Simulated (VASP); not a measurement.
HRh6: single point with PBE

The system is HRh6, a slab with vacuum.

```
CELL_PARAMETERS angstrom
5.41634 0.00000 0.00000
0.00000 5.41634 0.00000
0.00000 0.00000 21.67374
ATOMIC_POSITIONS crystal
Rh 0.25000 0.25000 0.18456
Rh 0.25000 0.75000 0.18456
Rh 0.75000 0.25000 0.18456
Rh 0.75000 0.75000 0.18456
Rh 0.00000 0.00000 0.26938
Rh 0.00000 0.50000 0.26938
Rh 0.50000 0.00000 0.26938
Rh 0.50000 0.50000 0.26938
Rh 0.25000 0.25000 0.35406
Rh 0.25000 0.75000 0.35406
Rh 0.75000 0.25000 0.35406
Rh 0.75000 0.75000 0.35406
H 0.29368 0.50000 0.43388
H 0.70632 0.50000 0.43388
```

```yaml
Program: VASP 6.6.1
Task: single point
Functional: PBE
Potentials_or_basis: VASP PAW PBE potentials, release 64 (Rh_pv, H)
Cutoff: 520 eV
k_mesh: 5 × 5 × 1
Occupations: gaussian, width 0.1 eV
Spin: no spin polarisation
```

```yaml
Largest_force: 2.032 eV/Å
Band_gap_on_the_k_mesh: zero (bands 91 and 92 overlap by 0.72 eV)
```

Forces in eV/Å, atoms in the order of the input:
```
Rh   0.002  0.053 -0.072
Rh   0.002 -0.053 -0.072
Rh  -0.002  0.053 -0.072
Rh  -0.002 -0.053 -0.072
Rh   0.000  0.000  0.430
Rh   0.000  0.000 -0.227
Rh   0.000  0.000  0.252
Rh   0.000  0.000 -0.226
Rh   0.136  0.561  1.020
Rh   0.136 -0.561  1.020
Rh  -0.136  0.561  1.020
Rh  -0.136 -0.561  1.020
H   -0.293  0.000 -2.010
H    0.293  0.000 -2.010
```

Levels at points of the mesh, in eV from the Fermi level:
```csv
k point,band 88,band 89,band 90,band 91,band 92,band 93,band 94,band 95
"(0.00, 0.00, 0.00)",0.21,0.29,0.34,0.35,0.54,0.56,0.65,0.67
```

It took 54 min on 1 thread of Intel Xeon 8259CL, on a shared host, peak memory 0.79 GiB.
